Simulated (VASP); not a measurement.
A run of VASP 6.6.1:

INCAR

```
SYSTEM = Ir
ALGO = Normal
EDIFF = 1E-7
EDIFFG = -0.03
ENCUT = 600
GGA = CA
IBRION = 2
ISIF = 8
ISMEAR = 1
LASPH = .True.
LCHARG = .False.
LREAL = .False.
LWAVE = .False.
NELM = 100
NSW = 80
PREC = Accurate
SIGMA = 0.1
```

KPOINTS

```
k-points
0
Gamma
  10 10 10
  0 0 0
```

File POSCAR:

```
Ir
1.0
    0.0000000000      1.9156000000      1.9156000000
    1.9156000000      0.0000000000      1.9156000000
    1.9156000000      1.9156000000      0.0000000000
Ir
1
Direct
    0.0000000000      0.0000000000      0.0000000000
```

Potentials or basis: VASP PAW LDA potentials, release 64 (Ir).

Run with:

```bash
$ cat potpaw_LDA.64/Ir/POTCAR > POTCAR
$ mpirun -np 1 vasp_std > vasp.out
```

Hardware: 1 thread of Intel Xeon 8259CL, on a shared host.

How long does it take, and how much memory?

Wall time 30 s on 1 thread of Intel Xeon 8259CL, on a shared host, peak memory 0.16 GiB. Counts: scf iterations 26, k points 47, ion steps 3.
